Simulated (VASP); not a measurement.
## Hg: single point with PBEsol+D3(BJ)

Crystal: Hg.

```
Hg
1.0
     3.03580    0.00000    0.00000
    -1.51790    2.62908    0.00000
     0.00000    0.00000    5.78340
Hg
2
Direct
  0.66667 0.33333 0.75000
  0.33333 0.66667 0.25000
```

```json
{
  "Program": "VASP 6.6.1",
  "Task": "single point",
  "Functional": "PBEsol",
  "Dispersion": "D3(BJ)",
  "Potentials or basis": "VASP PAW PBE potentials, release 64 (Hg)",
  "Cutoff": "520 eV",
  "k mesh": "18 × 18 × 10",
  "Occupations": "gaussian, width 0.15 eV",
  "Spin": "no spin polarisation"
}
```

The pressure is -1.8 GPa and the band gap on the k mesh is zero (bands 12 and 13 overlap by 2.80 eV). The dispersion energy per atom is -0.433 eV.

Stress tensor (GPa, compression positive):
```
-1.11  0.00  0.00
 0.00 -1.11  0.00
 0.00  0.00 -3.18
```

Levels at points of the mesh, in eV from the Fermi level:
```tsv
k point	band 10	band 11	band 12	band 13	band 14	band 15
(0.00, 0.00, 0.00)	-5.97	-5.97	-3.14	-2.39	10.34	14.12
(0.50, 0.00, 0.00)	-5.55	-1.80	-1.61	1.84	1.99	3.77
(0.00, 0.00, 0.50)	-6.13	-6.13	-6.13	4.01	4.01	14.46
(0.50, 0.00, 0.50)	-5.56	-1.01	-1.01	-0.22	-0.22	8.08
```

It took 120 s on 1 thread of Oxide Virtual Turin-like Processor, with other jobs on the host, peak memory 0.26 GiB.

Caveat: the PAW data sets were made with another functional, which shifts forces and pressure a little; spin-orbit coupling is left out, which moves the levels of the heavy elements.
